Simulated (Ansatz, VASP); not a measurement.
**Cr: VASP beside Ansatz**

INCAR

```
ALGO = Normal
EDIFF = 1E-6
ENCUT = 500
GGA = PE
GGA_COMPAT = F
ISIF = 2
ISMEAR = -1
LASPH = T
LCHARG = F
LREAL = F
LWAVE = F
NBANDS = 12
NELM = 120
PREC = Accurate
SIGMA = 0.1
```

Contents of KPOINTS:

```
k-points
0
Gamma
  15 15 15
```

POSCAR

```
Cr
1.0
   -1.4243177237      1.4243177237      1.4243177237
    1.4243177237     -1.4243177237      1.4243177237
    1.4243177237      1.4243177237     -1.4243177237
Cr
1
Direct
    0.0000000000      0.0000000000      0.0000000000
```

Input for Ansatz:

```yaml
crystal:
  lattice:
    - [-1.4243177237, 1.4243177237, 1.4243177237]
    - [1.4243177237, -1.4243177237, 1.4243177237]
    - [1.4243177237, 1.4243177237, -1.4243177237]
  atoms:
    - { symbol: Cr, position: [0.0, 0.0, 0.0] }
hamiltonian:
  xc: pbe
  pseudopotentials:
    kind: paw
    azcp:
      Cr: "pseudopotentials/Cr.paw.azcp"
basis:
  ecutwfc: 420
  fft_grid_basis: typed
kpoints:
  mp_grid: { grid: [15, 15, 15], shift: [0, 0, 0] }
magnetization:
  spin_polarized: false
scf:
  occupations: { method: fermi_dirac, width: 0.1 }
  lower_state_search: "off"
output:
  stress: true
  write_density: true
  write_potential: true
  elf: true
  volumetric_format: npy
```

Alike in both runs: task single point; functional PBE; k mesh 15 × 15 × 15; occupations fermi-dirac, width 0.1 eV; no spin polarisation.

|  | VASP | Ansatz |
| --- | --- | --- |
| version | VASP 6.6.1 | Ansatz 0.2.0 |
| potentials or method | VASP PAW PBE potentials, release 64 (Cr_pv), cutoff 500 eV | plane waves (420 eV) with PAW, scalar-relativistic |
| valence electrons in the cell | 12 | 14 |

|  | VASP | Ansatz | Ansatz less VASP |
| --- | --- | --- | --- |
| pressure (GPa) | -0.6 | 0.0 | +0.65 |

VASP's potentials hold 12 valence electrons a cell and Ansatz's 14, so a difference there can come from the potentials and not from the codes.
